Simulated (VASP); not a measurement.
# YTaP (P4/nmm) in VASP: a series of runs

YTaP is run at these levels: LDA, r2SCAN, r2SCAN+U; tasks: single point.

All numbers are computed with VASP 6.6.1; they aren't measurements. Logs are shortened: lines on timing, memory, paths and dates and some standing lists are left out, and cuts for length are marked.

## Step 1: The cell of the first run

Symmetry: P4/nmm, No. 129, tetragonal system. Conventional cell: a = 3.587 Å, b = 3.587 Å, c = 9.081 Å, α = 90.00°, β = 90.00°, γ = 90.00°. Y (site symmetry 4mm) has 1 P at 2.57 Å and 4 Y at 3.12 Å and 4 Ta at 3.31 Å within 3.4 Å. Ta (site symmetry 4mm) has 5 P at 2.56 to 2.57 Å and 4 Y at 3.31 Å within 3.4 Å. Within 3.4 Å of P (site symmetry 4mm) lie 5 Ta at 2.56 to 2.57 Å and 1 Y at 2.57 Å and 4 P at 3.31 Å.

## Step 2: Single point, LDA

Contents of INCAR:

```
SYSTEM = YTaP
PREC     = Accurate       ! precision mode
ENCUT    = 520            ! plane-wave cutoff, eV
EDIFF    = 1E-7           ! SCF threshold, eV
ISMEAR   = 0              ! smearing method
SIGMA    = 0.0157         ! smearing width, eV
LREAL    = .False.        ! projectors in reciprocal space
LASPH    = .True.         ! aspherical terms in the spheres
NELM     = 100            ! most SCF steps
ALGO     = Normal         ! electronic algorithm
ISIF     = 2              ! what is computed and relaxed
LWAVE    = .False.        ! write WAVECAR
LCHARG   = .True.         ! write CHGCAR
GGA      = CA             ! functional
LELF     = .True.         ! ELF
LVHAR    = .True.       
NBANDS   = 36             ! bands
```

Contents of KPOINTS:

```
Automatic mesh
0
Gamma
  5 5 2
  0 0 0
```

Contents of POSCAR:

```
YTaP
1.0
    3.5867980000      0.0000000000      0.0000000000
    0.0000000000      3.5867980000      0.0000000000
    0.0000000000      0.0000000000      9.0805010000
Y Ta P
2 2 2
Direct
    0.0000000000      0.5000000000      0.9000000000
    0.5000000000      0.0000000000      0.1000000000
    0.0000000000      0.5000000000      0.3350000000
    0.5000000000      0.0000000000      0.6650000000
    0.0000000000      0.5000000000      0.6170000000
    0.5000000000      0.0000000000      0.3830000000
```

Potentials or basis: VASP PAW LDA potentials, release 64 (Y_sv, Ta_pv, P).

Command:

```bash
> cat potpaw_LDA.64/Y_sv/POTCAR potpaw_LDA.64/Ta_pv/POTCAR potpaw_LDA.64/P/POTCAR > POTCAR
> mpirun -np 1 vasp_std > vasp.out
```

OUTCAR:

```text
SYSTEM = YTaP
   PREC = Accurate
   ENCUT = 520
   EDIFF = 1E-7
   ISMEAR = 0
   LREAL = .False.
   LASPH = .True.
   NELM = 100
   ISIF = 2
   GGA = CA

 ion  position               nearest neighbor table
   1  0.000  0.500  0.900-   5 2.57   2 3.12   2 3.12   2 3.12   2 3.12   4 3.31   4 3.31   4 3.31
                             4 3.31   3 3.95
   2  0.500  0.000  0.100-   6 2.57   1 3.12   1 3.12   1 3.12   1 3.12   3 3.31   3 3.31   3 3.31
                             3 3.31   4 3.95
   3  0.000  0.500  0.335-   5 2.56   6 2.57   6 2.57   6 2.57   6 2.57   2 3.31   2 3.31   2 3.31
                             2 3.31   1 3.95
   4  0.500  0.000  0.665-   6 2.56   5 2.57   5 2.57   5 2.57   5 2.57   1 3.31   1 3.31   1 3.31
                             1 3.31   2 3.95
   5  0.000  0.500  0.617-   3 2.56   1 2.57   4 2.57   4 2.57   4 2.57   4 2.57
   6  0.500  0.000  0.383-   4 2.56   2 2.57   3 2.57   3 2.57   3 2.57   3 2.57

  LATTYP: Found a simple tetragonal cell.
 ALAT       =     3.5867980000
 C/A-ratio  =     2.5316454955

  Lattice vectors:

 A1 = (   3.5867980000,   0.0000000000,   0.0000000000)
 A2 = (   0.0000000000,   3.5867980000,   0.0000000000)
 A3 = (   0.0000000000,   0.0000000000,   9.0805010000)

Analysis of symmetry for initial positions (statically):
=====================================================================
 Subroutine PRICEL returns:
 Original cell was already a primitive cell.

 Routine SETGRP: Setting up the symmetry group for a
 simple tetragonal supercell.

 Subroutine GETGRP returns: Found 16 space group operations
 (whereof  8 operations were pure point group operations)
 out of a pool of 16 trial point group operations.

The static configuration has the point symmetry D_2d.
 The point group associated with its full space group is D_4h.

Analysis of symmetry for dynamics (positions and initial velocities):
=====================================================================
 Subroutine PRICEL returns:
 Original cell was already a primitive cell.

 Routine SETGRP: Setting up the symmetry group for a
 simple tetragonal supercell.

 Subroutine GETGRP returns: Found 16 space group operations
 (whereof  8 operations were pure point group operations)
 out of a pool of 16 trial point group operations.

The dynamic configuration has the point symmetry D_2d.
 The point group associated with its full space group is D_4h.

 Subroutine INISYM returns: Found 16 space group operations
 (whereof  8 operations are pure point group operations),
 and found     1 'primitive' translations

----------------------------------------------------------------------------------------

[... 93 lines left out ...]
   ISIF   =      2    stress and relaxation
   ISYM   =      2    0-nonsym 1-usesym 2-fastsym
   POTIM  = 0.5000    time-step for ionic-motion
   TEBEG  =    0.0;   TEEND  =   0.0 temperature during run
   PSTRESS=    0.0 pullay stress
   NELECT =      54.0000    total number of electrons
   NUPDOWN=      -1.0000    fix difference up-down
   EMIN   =  10.00;   EMAX   =-10.00  energy-range for DOS
   EFERMI =   0.00;   METHOD = LEGACY
   ISMEAR =     0;   SIGMA  =   0.02  broadening in eV -4-tet -1-fermi 0-gaus
   EFERMI_NEDOS =   21; number of points for ismear=-14 and -15
   IALGO  =     38    algorithm
   IMIX   =      4    mixing-type and parameters
     AMIX     =   0.40;   BMIX     =  1.00
     AMIX_MAG =   1.60;   BMIX_MAG =  1.00
  volume/ion in A,a.u.               =      19.47       131.39
  Fermi-wavevector in a.u.,A,eV,Ry     =   1.265799  2.392014 21.799907  1.602248
  Thomas-Fermi vector in A             =   2.399034
   LORBIT       =      0    0 simple, 1 ext, 2 COOP (PROOUT), +10 PAW based schemes
   GGA     = CA    functional components
   LHFCALC =     F    Hartree Fock is set to
   AEXX    =    0.0000 exact exchange contribution
   IVDW    =     0    specifies the selected vdW correction
   LEPSILON=     F    determine dielectric tensor
   LRPA    =     F    only Hartree local field effects (RPA)
 non-spin polarized calculation
 Gauss-broadening in eV      SIGMA  =   0.02
  energy-cutoff  :      520.00
  volume of cell :      116.82
 maximum number of plane-waves:      3170
 NGX is ok and might be reduce to    28
   NGX = 13   NGY = 13   NGZ = 33

 number of electron      54.0000002 magnetization

 Free energy of the ion-electron system (eV)
  ---------------------------------------------------
  ext. energy  EPLUGINS =         0.00000000
  ---------------------------------------------------
  free energy    TOTEN  =       -53.29799435 eV

  energy without entropy =      -53.29616667  energy(sigma->0) =      -53.29708051

 E-fermi :   5.9398     XC(G=0): -11.4783

 val. band max:        5.9290329658   @ k =   0.4000   0.0000   0.5000
 cond. band min:       5.9450019747   @ k =   0.4000   0.2000   0.5000
 fundamental gap:      0.0159690089
 Fermi energy:         5.9398088373

 k-point     1 :       0.0000    0.0000    0.0000
  band No.  band energies     occupation
      1     -35.7286      2.00000
      2     -35.4941      2.00000
      3     -28.8370      2.00000
      4     -28.8370      2.00000
      5     -28.8260      2.00000
      6     -28.8260      2.00000
[... 457 lines left out ...]
     35       8.7180      0.00000
     36       8.9628      0.00000

------------------------ aborting loop because EDIFF is reached ----------------------------------------

  FORCE on cell =-STRESS in cart. coord.  units (eV):
  Direction    XX          YY          ZZ          XY          YZ          ZX
  --------------------------------------------------------------------------------------
  -------------------------------------------------------------------------------------
  Total       -3.5192249     -3.5192249      3.2059451      0.0000000      0.0000000      0.0000000
  in kB      -48.2651831    -48.2651831     43.9686384      0.0000000      0.0000000      0.0000000
  external PRESSURE =     -17.5205759 kB  Pullay stress =       0.0000000 kB

 VOLUME and BASIS-vectors are now :
 -----------------------------------------------------------------------------
  energy-cutoff  :      520.00
  volume of cell :      116.82
      direct lattice vectors                 reciprocal lattice vectors
     3.586798000  0.000000000  0.000000000     0.278800200  0.000000000  0.000000000
     0.000000000  3.586798000  0.000000000     0.000000000  0.278800200  0.000000000
     0.000000000  0.000000000  9.080501000     0.000000000  0.000000000  0.110126082

 POSITION                                       TOTAL-FORCE (eV/Angst)
 -----------------------------------------------------------------------------------
      0.00000      1.79340      8.17245        -0.000000     -0.000000      0.269150
      1.79340      0.00000      0.90805         0.000000     -0.000000     -0.269150
      0.00000      1.79340      3.04197        -0.000000      0.000000      0.611140
      1.79340      0.00000      6.03853        -0.000000     -0.000000     -0.611140
      0.00000      1.79340      5.60267        -0.000000      0.000000     -1.278093
      1.79340      0.00000      3.47783        -0.000000     -0.000000      1.278093
 -----------------------------------------------------------------------------------
    total drift:                                0.000000      0.000000     -0.000000

  FREE ENERGIE OF THE ION-ELECTRON SYSTEM (eV)
  ---------------------------------------------------
  free  energy   TOTEN  =       -53.2979943480 eV

  energy  without entropy=      -53.2961666673  energy(sigma->0) =      -53.29708051
```

OSZICAR:

```text
N       E                     dE             d eps       ncg     rms          rms(c)
DAV:   1     0.384300972354E+03    0.38430E+03   -0.28033E+04   864   0.148E+03
DAV:   2    -0.279236849637E+02   -0.41222E+03   -0.40256E+03   960   0.394E+02
DAV:   3    -0.555245871894E+02   -0.27601E+02   -0.26971E+02  1360   0.777E+01
DAV:   4    -0.570400366749E+02   -0.15154E+01   -0.15082E+01  1272   0.138E+01
DAV:   5    -0.570868915036E+02   -0.46855E-01   -0.46836E-01  1204   0.219E+00    0.605E+01
DAV:   6    -0.548211152900E+02    0.22658E+01   -0.28998E+01  1040   0.160E+01    0.168E+01
DAV:   7    -0.560821325657E+02   -0.12610E+01   -0.49767E+01  1076   0.133E+01    0.448E+01
DAV:   8    -0.536873518354E+02    0.23948E+01   -0.71678E+00  1160   0.702E+00    0.155E+01
DAV:   9    -0.533030223008E+02    0.38433E+00   -0.29456E+00  1048   0.441E+00    0.362E+00
DAV:  10    -0.532995136025E+02    0.35087E-02   -0.16961E-01  1040   0.153E+00    0.113E+00
DAV:  11    -0.532984039631E+02    0.11096E-02   -0.19948E-02  1104   0.501E-01    0.679E-01
DAV:  12    -0.532980245318E+02    0.37943E-03   -0.31247E-03  1116   0.196E-01    0.158E-01
DAV:  13    -0.532980274094E+02   -0.28776E-05   -0.29230E-04  1192   0.731E-02    0.152E-01
DAV:  14    -0.532979962429E+02    0.31167E-04   -0.97373E-05  1104   0.391E-02    0.304E-02
DAV:  15    -0.532979945516E+02    0.16913E-05   -0.13129E-05  1176   0.140E-02    0.103E-02
DAV:  16    -0.532979943984E+02    0.15320E-06   -0.95482E-07  1048   0.538E-03    0.859E-03
DAV:  17    -0.532979943480E+02    0.50443E-07   -0.27536E-07   740   0.213E-03
   1 F= -.53297994E+02 E0= -.53297081E+02  d E =-.182768E-02
```

stdout:

```text
POSCAR found type information on POSCAR Y TaP
 POSCAR found :  3 types and       6 ions
 scaLAPACK will be used
 LDA part: xc-table for (Slater(with rela. corr.)+CA(PZ))
 , standard interpolation
 POSCAR, INCAR and KPOINTS ok, starting setup
 FFT: planning ... GRIDC
 FFT: planning ... GRID_SOFT
 FFT: planning ... GRID
 WAVECAR not read
 entering main loop
```

Run time: 40 s. Hardware: 1 thread of Intel Xeon Platinum 8488C (Sapphire Rapids), shared host; peak memory 0.22 GiB.

What came out:

```yaml
Free_energy: -53.2980 eV
Pressure: -1.8 GPa
Largest_force: 1.278 eV/Å
Band_gap_on_the_k_mesh: zero (bands 27 and 28 overlap by 0.57 eV)
```

Forces in eV/Å, atoms in the order of the input:
```
Y    0.000  0.000  0.269
Y    0.000  0.000 -0.269
Ta   0.000  0.000  0.611
Ta   0.000  0.000 -0.611
P    0.000  0.000 -1.278
P    0.000  0.000  1.278
```

Levels at points of the mesh, in eV from the Fermi level:
| k point | band 23 | band 24 | band 25 | band 26 | band 27 | band 28 | band 29 | band 30 | band 31 | band 32 |
| --- | --- | --- | --- | --- | --- | --- | --- | --- | --- | --- |
| (0.00, 0.00, 0.00) | -2.27 | -1.40 | -0.71 | -0.42 | -0.42 | -0.12 | 0.27 | 0.49 | 0.49 | 1.04 |
| (0.00, 0.00, 0.50) | -2.30 | -1.05 | -0.52 | -0.52 | -0.52 | -0.10 | 0.25 | 0.62 | 0.62 | 1.08 |

Caveat: spin-orbit coupling is left out, which moves the levels of the heavy elements; forces of over 1 eV/Å act on the atoms, so gaps and moduli don't describe the material at rest.

## Step 3: Single point, r2SCAN

POSCAR is that of step 2.

Contents of INCAR.step1:

```
PREC = Accurate
ENCUT = 520
ISMEAR = 0
SIGMA = 0.0157
LREAL = F
LASPH = T
NELM = 100
NBANDS = 36
GGA = PE
ALGO = Normal
EDIFF = 1E-4
LWAVE = T
LCHARG = F
```

Contents of INCAR.step2:

```
PREC = Accurate
ENCUT = 520
EDIFF = 1E-6
ISMEAR = 0
SIGMA = 0.0157
LREAL = F
LASPH = T
NELM = 100
ALGO = Normal
ISIF = 2
LWAVE = F
LCHARG = F
METAGGA = R2SCAN
LMIXTAU = T
NBANDS = 36
ISTART = 1
```

Contents of KPOINTS:

```
Automatic mesh
0
Gamma
  5 5 2
```

Potentials or basis: VASP PAW PBE potentials, release 64 (Y_sv, Ta_pv, P).

Command:

```bash
> cat potpaw_PBE.64/Y_sv/POTCAR potpaw_PBE.64/Ta_pv/POTCAR potpaw_PBE.64/P/POTCAR > POTCAR
> cp INCAR.step1 INCAR
> mpirun -np 1 vasp_std > vasp.out
> cp INCAR.step2 INCAR
> mpirun -np 1 vasp_std > vasp.out
```

Wall time 2.7 min (1 thread of Intel Xeon Platinum 8488C (Sapphire Rapids), shared host); peak memory 0.26 GiB.

The run converged. Its results:

```yaml
Free_energy: -157.0294 eV
Pressure: 5.7 GPa
Largest_force: 1.295 eV/Å
Band_gap_on_the_k_mesh: zero (bands 27 and 28 overlap by 0.66 eV)
```

Forces on the atoms (eV/Å):
```
Y    0.000  0.000  0.518
Y    0.000  0.000 -0.518
Ta   0.000  0.000  0.416
Ta   0.000  0.000 -0.416
P    0.000  0.000 -1.295
P    0.000  0.000  1.295
```

Stress tensor (GPa, compression positive):
```
 1.98  0.00  0.00
 0.00  1.98  0.00
 0.00  0.00 13.20
```

Levels at points of the mesh, in eV from the Fermi level:
| k point | band 24 | band 25 | band 26 | band 27 | band 28 | band 29 | band 30 | band 31 |
| --- | --- | --- | --- | --- | --- | --- | --- | --- |
| (0.00, 0.00, 0.00) | -1.53 | -0.75 | -0.62 | -0.62 | -0.17 | 0.24 | 0.60 | 0.60 |
| (0.00, 0.00, 0.50) | -1.19 | -0.69 | -0.69 | -0.52 | -0.16 | 0.22 | 0.68 | 0.68 |

Caveat: the cell stands under pressure; the PAW data sets were made with another functional, which shifts forces and pressure a little; spin-orbit coupling is left out, which moves the levels of the heavy elements.

[end of part 1 of 3]
